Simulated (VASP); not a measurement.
Input of a VASP 6.6.1 run:

INCAR

```
PREC     = Accurate       # precision mode
ENCUT    = 520            # plane-wave cutoff, eV
EDIFF    = 1E-6           # SCF threshold, eV
ISMEAR   = -1             # smearing method
SIGMA    = 0.1            # smearing width, eV
LREAL    = False          # projectors in reciprocal space
LASPH    = True           # aspherical terms in the spheres
NELM     = 60             # most SCF steps
ALGO     = Normal         # electronic algorithm
ISIF     = 2              # what is computed and relaxed
LWAVE    = False          # write WAVECAR
LCHARG   = False          # write CHGCAR
NBANDS   = 12             # bands
```

The input KPOINTS:

```
Automatic mesh
0
Gamma
  15 15 15
```

POSCAR

```
Cd
1.0
   -1.3172926284      1.3172926284      1.3172926284
    1.3172926284     -1.3172926284      1.3172926284
    1.3172926284      1.3172926284     -1.3172926284
Cd
1
Direct
    0.0000000000      0.0000000000      0.0000000000
```

Potentials or basis: VASP PAW LDA potentials, release 64 (Cd).

Run with:

```bash
$ cat potpaw_LDA.64/Cd/POTCAR > POTCAR
$ mpirun -np 1 vasp_std > vasp.out
```

What does it give for the band gap on the k mesh?

Zero (band 6 reaches 18.02 eV, above the bottom of band 7 at 15.79 eV).

What does it give for the pressure?

495.9 GPa.
